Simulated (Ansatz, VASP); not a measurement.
# One calculation of Si5N, two programs

```
Si N
1.0
     0.00000    3.49764    3.49764
     3.49764    0.00000    3.49764
     3.49764    3.49764    0.00000
Si N
5 1
Direct
  0.12430 0.62709 0.12430
  0.12430 0.12430 0.12430
  0.62709 0.12430 0.12430
  0.12430 0.12430 0.62709
  0.50000 0.50000 0.50000
  0.75000 0.75000 0.75000
```

Alike in both runs: functional PBE; k mesh 10 × 10 × 10; occupations gaussian, width 0.1 eV; no spin polarisation.

Ansatz relaxed the structure, and its values are those at the end. VASP's run is a single point on that final structure, the one shown.

```csv
,VASP,Ansatz
version,VASP 6.6.1,Ansatz 0.2.0
potentials or method,"VASP PAW PBE potentials, release 64 (Si, N), cutoff 520 eV","scalar-relativistic, plane waves, PAW"
valence electrons in the cell,25,25
```

VASP gave:

| Quantity | Value |
| --- | --- |
| gap on the k mesh at the Fermi level (eV) | none |
| pressure (GPa) | -0.1 |

Q: What did Ansatz give for the same quantities?

A: gap on the k mesh at the Fermi level (eV): none; pressure (GPa): 0.0.

A gap of «none» marks a metal or a gap that the smearing closes. The functional is the same, so the differences come from potentials, cutoffs and numerics.
